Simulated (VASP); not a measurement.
**SrTiO3: single point with PBE**

The system is SrTiO3.

```
Sr Ti O
1.0
     3.90500    0.00000    0.00000
     0.00000    3.90500    0.00000
     0.00000    0.00000    3.90500
Sr Ti O
1 1 3
Direct
  0.00000 0.00000 0.00000
  0.50000 0.50000 0.50000
  0.50000 0.50000 0.00000
  0.50000 0.00000 0.50000
  0.00000 0.50000 0.50000
```

```yaml
Program: VASP 6.6.1
Task: single point
Functional: PBE
Potentials_or_basis: VASP PAW PBE potentials, release 64 (Sr_sv, Ti_sv, O)
Cutoff: 600 eV
k_mesh: 2 × 2 × 2
Occupations: gaussian, width 0.01 eV
Spin: no spin polarisation
Dipole_correction: no
Further_INCAR_settings: ALGO = Normal; EDIFF = 1e-06; NBANDS = 28
```

The pressure is 7.2 GPa. The band gap on the k mesh is 1.47 eV, indirect (least direct gap 1.83 eV).

Levels at points of the mesh, in eV from the valence-band top:
```csv
k point,band 17,band 18,band 19,band 20,band 21,band 22,band 23,band 24
"(0.00, 0.00, 0.00)",-1.18,-0.36,-0.36,-0.36,1.47,1.47,1.47,3.87
"(0.50, 0.00, 0.00)",-2.44,-2.01,-0.75,-0.75,1.62,3.43,3.43,3.89
"(0.50, 0.50, 0.00)",-1.76,-1.59,-1.59,-0.10,3.42,3.42,3.85,4.90
"(0.50, 0.50, 0.50)",-3.83,0.00,0.00,0.00,4.07,4.07,4.07,6.86
```

It took 25 s on 1 thread of Intel Xeon 8259CL, with other jobs on the host, peak memory 0.18 GiB.

Caveat: the k points lie up to 0.80 Å⁻¹ apart. A k mesh can miss the band edges.
